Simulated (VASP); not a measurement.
## Sb: single point with PBEsol

Crystal: Sb.

```xyz
1
Lattice="-1.8713 1.8713 1.8713 1.8713 -1.8713 1.8713 1.8713 1.8713 -1.8713" Properties=species:S:1:pos:R:3 pbc="T T T"
Sb    0.0000    0.0000    0.0000
```

This isn't the form of Sb at room conditions, which is rhombohedral.

```json
{
 "Program": "VASP 6.6.1",
 "Task": "single point",
 "Functional": "PBEsol",
 "Potentials or basis": "VASP PAW PBE potentials, release 64 (Sb)",
 "Cutoff": "500 eV",
 "k mesh": "10 × 10 × 10",
 "Occupations": "gaussian, width 0.05 eV",
 "Spin": "no spin polarisation",
 "Dipole correction": "no",
 "Further INCAR settings": "ALGO = Normal; EDIFF = 1e-06; NBANDS = 8"
}
```

| Quantity | Value |
| --- | --- |
| Pressure | 0.0 GPa |
| Band gap on the k mesh | zero (an odd number of electrons rules out a gap without spin polarisation) |

Levels at points of the mesh, in eV from the Fermi level:
| k point | band 1 | band 2 | band 3 | band 4 | band 5 | band 6 | band 7 | band 8 |
| --- | --- | --- | --- | --- | --- | --- | --- | --- |
| (0.00, 0.00, 0.00) | -13.05 | 5.72 | 5.72 | 5.72 | 10.73 | 10.73 | 10.73 | 11.84 |
| (0.50, 0.00, 0.00) | -8.84 | -5.75 | 1.77 | 3.84 | 6.52 | 7.00 | 13.95 | 15.38 |
| (0.50, 0.50, 0.50) | -5.45 | -2.04 | -2.04 | -2.04 | 2.92 | 2.92 | 17.82 | 17.82 |

It took 14 s on 1 thread of Intel Xeon 8259CL, with other jobs on the host, peak memory 0.11 GiB.

Caveat: the PAW data sets were made with another functional, which shifts forces and pressure a little; spin-orbit coupling is left out, which moves the levels of the heavy elements.
